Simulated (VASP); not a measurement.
# TiAl (P-6m2) in VASP: further runs, part 2 of 2

VASP 6.6.1. The steps go on from the part before.

### Step 3. Single point, PBEsol

This run uses another cell than the first one, of 15.99 Å³/atom.

INCAR

```
SYSTEM = TiAl
PREC     = Accurate       ! precision mode
ENCUT    = 520            ! plane-wave cutoff, eV
EDIFF    = 1E-6           ! SCF threshold, eV
ISMEAR   = 0              ! smearing method
SIGMA    = 0.15           ! smearing width, eV
LREAL    = .FALSE.        ! projectors in reciprocal space
LASPH    = .TRUE.         ! aspherical terms in the spheres
NELM     = 60             ! most SCF steps
ALGO     = Fast           ! electronic algorithm
ISIF     = 2              ! what is computed and relaxed
LWAVE    = .FALSE.        ! write WAVECAR
LCHARG   = .FALSE.        ! write CHGCAR
GGA      = PS             ! functional
NBANDS   = 14             ! bands
```

KPOINTS

```
Automatic mesh
0
G
  18 18 10
  0 0 0
```

POSCAR

```
TiAl
1.0
    2.7906000000      0.0000000000      0.0000000000
   -1.3953000000      2.4167304918      0.0000000000
    0.0000000000      0.0000000000      4.7424000000
Ti Al
1 1
Direct
    0.0000000000      0.0000000000      0.0000000000
    0.3333333333      0.6666666667      0.5000000000
```

Potentials or basis: VASP PAW PBE potentials, release 64 (Ti_sv, Al).

Command:

```sh
$ cat potpaw_PBE.64/Ti_sv/POTCAR potpaw_PBE.64/Al/POTCAR > POTCAR
$ mpirun -np 1 vasp_std > vasp.out
```

Wall time 3.5 min (1 thread of Intel Xeon 8259CL, shared host); peak memory 0.23 GiB.

Results (log left out):

```
Free energy            : -12.9232 eV
Pressure               : 1.3 GPa
Band gap on the k mesh : zero (an odd number of electrons rules out a gap without spin polarisation)
```

Stress tensor (GPa, compression positive):
```
 3.77  0.00  0.00
 0.00  3.77  0.00
 0.00  0.00 -3.76
```

Levels at points of the mesh, in eV from the Fermi level:
| k point | band 5 | band 6 | band 7 | band 8 | band 9 | band 10 |
| --- | --- | --- | --- | --- | --- | --- |
| (0.00, 0.00, 0.00) | -9.23 | -2.54 | -2.19 | 1.34 | 1.34 | 3.00 |
| (0.50, 0.00, 0.00) | -3.77 | -2.75 | -1.69 | -1.16 | 2.27 | 4.04 |
| (0.00, 0.00, 0.50) | -8.40 | -5.47 | -0.71 | 1.34 | 1.34 | 2.95 |
| (0.50, 0.00, 0.50) | -3.72 | -2.51 | -1.95 | 0.67 | 0.91 | 2.12 |

Caveat: the PAW data sets were made with another functional, which shifts forces and pressure a little.

### Step 4. Single point, PBEsol

This run uses another cell than the first one, of 15.97 Å³/atom.

INCAR

```
SYSTEM = TiAl
PREC = Accurate ; ENCUT = 520
EDIFF = 1E-6 ; ISMEAR = 0
SIGMA = 0.15 ; LREAL = .FALSE.
LASPH = .TRUE. ; NELM = 80
ALGO = Normal ; ISIF = 2
LWAVE = .FALSE. ; LCHARG = .FALSE.
GGA = PS ; NBANDS = 14
```

KPOINTS is that of step 3.

POSCAR

```
TiAl
1.0
    2.9045000000      0.0000000000      0.0000000000
   -1.4522500000      2.5153707853      0.0000000000
    0.0000000000      0.0000000000      4.3728000000
Ti Al
1 1
Direct
    0.0000000000      0.0000000000      0.0000000000
    0.3333333333      0.6666666667      0.5000000000
```

Command:

```sh
$ cat potpaw_PBE.64/Ti_sv/POTCAR potpaw_PBE.64/Al/POTCAR > POTCAR
$ mpirun -np 1 vasp_std > vasp.out
```

Wall time 2.3 min (1 thread of Intel Xeon 8259CL, shared host); peak memory 0.24 GiB.

The run converged. Its results:

```yaml
Free_energy: -12.8893 eV
Pressure: 3.3 GPa
Band_gap_on_the_k_mesh: zero (an odd number of electrons rules out a gap without spin polarisation)
```

Stress tensor (GPa, compression positive):
```
-0.17  0.00  0.00
 0.00 -0.17  0.00
 0.00  0.00 10.17
```

Levels at points of the mesh, in eV from the Fermi level:
```
           k point  band 4  band 5  band 6  band 7  band 8  band 9  band 10  band 11  band 12  band 13
(0.00, 0.00, 0.00)  -32.26   -8.95   -2.05   -1.13    1.25    1.25     2.64     2.64     5.09    12.37
(0.50, 0.00, 0.00)  -32.38   -3.92   -2.98   -1.52   -0.93    1.97     3.88     4.43     4.70     6.01
(0.00, 0.00, 0.50)  -32.26   -7.77   -5.20   -0.02    1.28    1.28     2.50     2.50     8.23    12.61
(0.50, 0.00, 0.50)  -32.38   -3.86   -2.30   -1.86    0.49    1.13     1.64     3.71     3.89     6.61
```

Caveat: the cell stands under pressure; the PAW data sets were made with another functional, which shifts forces and pressure a little.

### Step 5. Single point, PBEsol

This run uses another cell than the first one, of 16.09 Å³/atom.

INCAR

```
SYSTEM = TiAl
PREC = Accurate
ENCUT = 520
EDIFF = 1E-6
ISMEAR = 0
SIGMA = 0.15
LREAL = .False.
LASPH = .True.
NELM = 60
ALGO = Fast
ISIF = 2
LWAVE = .False.
LCHARG = .False.
GGA = PS
NBANDS = 14
```

KPOINTS

```
Automatic mesh
0
Gamma
  18 18 10
  0 0 0
```

POSCAR

```
TiAl
1.0
    2.8950000000      0.0000000000      0.0000000000
   -1.4475000000      2.5071435440      0.0000000000
    0.0000000000      0.0000000000      4.4344000000
Ti Al
1 1
Direct
    0.0000000000      0.0000000000      0.0000000000
    0.3333333333      0.6666666667      0.5000000000
```

Potentials or basis: VASP PAW PBE potentials, release 64 (Ti_sv, Al).

Command:

```sh
$ cat potpaw_PBE.64/Ti_sv/POTCAR potpaw_PBE.64/Al/POTCAR > POTCAR
$ mpirun -np 1 vasp_std > vasp.out
```

OUTCAR:

```text
SYSTEM = TiAl
   PREC = Accurate
   ENCUT = 520
   EDIFF = 1E-6
   ISMEAR = 0
   LREAL = .False.
   LASPH = .True.
   NELM = 60
   ISIF = 2
   GGA = PS

 ion  position               nearest neighbor table
   1  0.000  0.000  0.000-   2 2.78   2 2.78   2 2.78   2 2.78   2 2.78   2 2.78
   2  0.333  0.667  0.500-   1 2.78   1 2.78   1 2.78   1 2.78   1 2.78   1 2.78

  LATTYP: Found a hexagonal cell.
 ALAT       =     2.8950000000
 C/A-ratio  =     1.5317443869

  Lattice vectors:

 A1 = (   2.8950000000,   0.0000000000,   0.0000000000)
 A2 = (  -1.4475000000,   2.5071435440,   0.0000000000)
 A3 = (   0.0000000000,   0.0000000000,   4.4344000000)

Analysis of symmetry for initial positions (statically):
=====================================================================
 Subroutine PRICEL returns:
 Original cell was already a primitive cell.

 Routine SETGRP: Setting up the symmetry group for a
 hexagonal supercell.

 Subroutine GETGRP returns: Found 12 space group operations
 (whereof 12 operations were pure point group operations)
 out of a pool of 24 trial point group operations.

The static configuration has the point symmetry D_3h.

[... 169 lines left out ...]
 k-point     1 :       0.0000    0.0000    0.0000
  band No.  band energies     occupation
      1     -48.1576      2.00000
      2     -24.5945      2.00000
      3     -24.1863      2.00000
      4     -24.1863      2.00000
      5      -0.8735      2.00000
      6       5.9731      2.00000
      7       6.7878      2.00000
      8       9.3388      0.00000
      9       9.3388      0.00000
     10      10.7527      0.00000
     11      10.7527      0.00000
     12      12.9124      0.00000
     13      20.5712      0.00000
     14      20.5712      0.00000
[... 377 lines left out ...]
      1     -48.0705      2.00000
      2     -24.6908      2.00000
      3     -24.5056      2.00000
      4     -24.3465      2.00000
      5       3.7330      2.00000
      6       5.9438      2.00000
      7       6.6818      2.00000
      8       7.3028      2.00000
      9       9.5903      0.00000
     10      11.2894      0.00000
     11      12.3499      0.00000
     12      13.1371      0.00000
     13      13.6975      0.00000
     14      14.8520      0.00000

 [... further k-points ...]
[... 5 lines left out ...]
  --------------------------------------------------------------------------------------
  -------------------------------------------------------------------------------------
  Total       -0.1409621     -0.1409621      1.4582993      0.0000000     -0.0000000     -0.0000000
  in kB       -7.0169811     -7.0169811     72.5929796      0.0000000     -0.0000000     -0.0000000
  external PRESSURE =      19.5196725 kB  Pullay stress =       0.0000000 kB

 VOLUME and BASIS-vectors are now :
 -----------------------------------------------------------------------------
  energy-cutoff  :      520.00
  volume of cell :       32.19
      direct lattice vectors                 reciprocal lattice vectors
     2.895000000  0.000000000  0.000000000     0.345423143  0.199430145  0.000000000
    -1.447500000  2.507143544  0.000000000     0.000000000  0.398860290  0.000000000
     0.000000000  0.000000000  4.434400000     0.000000000  0.000000000  0.225509652

 POSITION                                       TOTAL-FORCE (eV/Angst)
 -----------------------------------------------------------------------------------
      0.00000      0.00000      0.00000        -0.000000     -0.000000      0.000000
     -0.00000      1.67143      2.21720         0.000000      0.000000      0.000000
 -----------------------------------------------------------------------------------
    total drift:                                0.000000     -0.000000      0.000000

  FREE ENERGIE OF THE ION-ELECTRON SYSTEM (eV)
  ---------------------------------------------------
  free  energy   TOTEN  =       -12.9143625635 eV

  energy  without entropy=      -12.8840540963  energy(sigma->0) =      -12.89920833
```

Wall time 4.3 min (1 thread of Intel Xeon 8259CL, shared host); peak memory 0.23 GiB.

What came out:

| Quantity | Value |
| --- | --- |
| Free energy | -12.9144 eV |
| Pressure | 2.0 GPa |
| Band gap on the k mesh | zero (an odd number of electrons rules out a gap without spin polarisation) |

Stress tensor (GPa, compression positive):
```
-0.70  0.00  0.00
 0.00 -0.70  0.00
 0.00  0.00  7.26
```

Caveat: the PAW data sets were made with another functional, which shifts forces and pressure a little.

### Step 6. Overview

| cell | gap on the mesh (eV) | pressure (GPa) |
| --- | --- | --- |
| a = 2.942, b = 2.942, c = 4.250 Å, angles 90.0, 90.0, 120.0°, 2 atoms | none | 4.6 |
| a = 2.791, b = 2.791, c = 4.742 Å, angles 90.0, 90.0, 120.0°, 2 atoms | none | 1.3 |
| a = 2.905, b = 2.905, c = 4.373 Å, angles 90.0, 90.0, 120.0°, 2 atoms | none | 3.3 |
| a = 2.895, b = 2.895, c = 4.434 Å, angles 90.0, 90.0, 120.0°, 2 atoms | none | 2.0 |

Alike in all rows: task single point; level PBEsol; potentials or basis VASP PAW PBE potentials, release 64 (Ti_sv, Al); no spin polarisation; k mesh 18 × 18 × 10; cutoff (eV) 520; smearing gaussian 0.15 eV.

Caveats: the PAW data sets were made with another functional, which shifts forces and pressure a little; the cell stands under pressure (at least some runs).

Absolute energies hang on the potentials; compare differences alone.
